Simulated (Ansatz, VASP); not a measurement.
One calculation of HgTe, two programs

Contents of INCAR:

```
SYSTEM = HgTe
ALGO = Normal
EDIFF = 1E-7
ENCUT = 520
GGA = PE
ISIF = 2
ISMEAR = 0
LASPH = .True.
LCHARG = .True.
LELF = .True.
LREAL = .False.
LVHAR = .True.
LWAVE = .False.
NBANDS = 16
NELM = 80
PREC = Accurate
SIGMA = 0.05
```

The input KPOINTS:

```
k-points
0
Gamma
  6 6 6
  0 0 0
```

The input POSCAR:

```
HgTe
1.0
    0.0000000000      3.2342082585      3.2342082585
    3.2342082585      0.0000000000      3.2342082585
    3.2342082585      3.2342082585      0.0000000000
Hg Te
1 1
Direct
    0.0000000000      0.0000000000      0.0000000000
    0.2500000000      0.2500000000      0.2500000000
```

Input for Ansatz:

```yaml
crystal:
  lattice:
    - [0.0, 3.2342082585, 3.2342082585]
    - [3.2342082585, 0.0, 3.2342082585]
    - [3.2342082585, 3.2342082585, 0.0]
  atoms:
    - { symbol: Hg, position: [0.0, 0.0, 0.0] }
    - { symbol: Te, position: [0.25, 0.25, 0.25] }
basis:
  ecutwfc: 420
  ecutrho_ratio: 4
kpoints:
  mp_grid: { grid: [6, 6, 6] }
hamiltonian:
  xc: pbe
scf:
  occupations: { method: gaussian, width: 0.05 }
output:
  forces: true
  stress: true
  eigenvalues: true
```

Alike in both runs: task single point; functional PBE; k mesh 6 × 6 × 6; occupations gaussian, width 0.05 eV; no spin polarisation.

|  | VASP | Ansatz |
| --- | --- | --- |
| version | VASP 6.6.1 | Ansatz 0.2.0 |
| potentials or method | VASP PAW PBE potentials, release 64 (Hg, Te), cutoff 520 eV | scalar-relativistic, plane waves, PAW |
| valence electrons in the cell | 18 | 36 |

```tsv
	VASP	Ansatz	Ansatz less VASP
gap on the k mesh at the Fermi level (eV)	none	none	-
pressure (GPa)	3.7	3.6	-0.08
```

A gap of «none» marks a metal or a gap that the smearing closes. The functional is the same, so the differences come from potentials, cutoffs and numerics. VASP's potentials hold 18 valence electrons a cell and Ansatz's 36, so a difference there can come from the potentials and not from the codes.

Neither program's run includes spin-orbit coupling.
